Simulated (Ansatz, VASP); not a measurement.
TiC: VASP beside Ansatz

The input INCAR:

```
PREC     = Accurate       # precision mode
ENCUT    = 520            # plane-wave cutoff, eV
EDIFF    = 1E-6           # SCF threshold, eV
ISMEAR   = 1              # smearing method
SIGMA    = 0.1            # smearing width, eV
LREAL    = False          # projectors in reciprocal space
LASPH    = True           # aspherical terms in the spheres
NELM     = 80             # most SCF steps
ALGO     = Normal         # electronic algorithm
ISIF     = 2              # what is computed and relaxed
LWAVE    = False          # write WAVECAR
LCHARG   = False          # write CHGCAR
GGA      = PE             # functional
NBANDS   = 15             # bands
```

The input KPOINTS:

```
Automatic mesh
0
Gamma
  11 11 11
```

Contents of POSCAR:

```
TiC
1.0
    0.0000000000      2.1448076170      2.1448076170
    2.1448076170      0.0000000000      2.1448076170
    2.1448076170      2.1448076170      0.0000000000
Ti C
1 1
Direct
    0.0000000000      0.0000000000      0.0000000000
    0.5000000000      0.5000000000      0.5000000000
```

Input for Ansatz:

```yaml
crystal:
  lattice:
    - [0.0, 2.1448076170273547, 2.1448076170273547]
    - [2.1448076170273547, 0.0, 2.1448076170273547]
    - [2.1448076170273547, 2.1448076170273547, 0.0]
  atoms:
    - { symbol: Ti, position: [0.0, 0.0, 0.0] }
    - { symbol: C, position: [0.5, 0.5, 0.5] }
basis:
  ecutwfc: 500.0
kpoints:
  mp_grid:
    grid: [11, 11, 11]
hamiltonian:
  xc: pbe
  pseudopotentials:
    kind: paw
scf:
  occupations:
    method: cold
    width: 0.1
output:
  stress: true
```

Alike in both runs: task single point; functional PBE; k mesh 11 × 11 × 11; no spin polarisation.

|  | VASP | Ansatz |
| --- | --- | --- |
| version | VASP 6.6.1 | Ansatz 0.2.0 |
| potentials or method | VASP PAW PBE potentials, release 64 (Ti_sv, C), cutoff 520 eV | plane waves, PAW |
| occupations | methfessel-paxton of order 1, width 0.1 eV | cold, width 0.1 eV |
| valence electrons in the cell | 16 | 16 |

```csv
,VASP,Ansatz,Ansatz less VASP
pressure (GPa),8.3,8.0,-0.25
```
